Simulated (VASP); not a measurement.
Ge6MoW2, 9 atoms in the cell. The structure is orthorhombic, space group Fmmm (No. 69). The conventional cell has a = 4.724 Å, b = 8.288 Å, c = 14.176 Å, α = 90.00°, β = 90.00°, γ = 90.00°. Within 3.5 Å of Ge (site symmetry m) lie 9 Ge at 2.69 to 3.34 Å and 1 Mo at 2.72 Å and 4 W at 2.72 to 2.80 Å. Ge (site symmetry m2m) has 9 Ge at 2.69 to 3.34 Å and 2 W at 2.71 Å and 3 Mo at 2.72 to 2.80 Å within 3.5 Å. Within 3.6 Å of Mo (site symmetry mmm) lie 10 Ge at 2.72 to 2.80 Å and 4 W at 3.34 Å. Within 3.6 Å of W (site symmetry mm2) lie 10 Ge at 2.71 to 2.80 Å and 2 Mo at 3.34 Å and 2 W at 3.35 Å. 

* Program: VASP 6.6.1
* Task: single point
* Functional: PBE
* Potentials or basis: VASP PAW PBE potentials, release 64 (Ge_d, Mo_sv, W_sv)
* Cutoff: 520 eV
* k mesh: 6 × 6 × 6
* Occupations: gaussian, width 0.2 eV
* Spin: no spin polarisation
* Dipole correction: no
* Further INCAR settings: ALGO = Normal; EDIFF = 1e-06; NBANDS = 73

Potentials or basis: VASP PAW PBE potentials, release 64 (Ge_d, Mo_sv, W_sv).

The run is started by

```bash
$ cat potpaw_PBE.64/Ge_d/POTCAR potpaw_PBE.64/Mo_sv/POTCAR potpaw_PBE.64/W_sv/POTCAR > POTCAR
$ mpirun -np 1 vasp_std > vasp.out
```

Hardware: 1 thread of Intel Xeon 8259CL, on a shared host.

Estimate the wall time of this run.

Run time: 15 min on 1 thread of Intel Xeon 8259CL, with other jobs on the host, peak memory 0.5 GiB. Counts: scf iterations 15, k points 46.
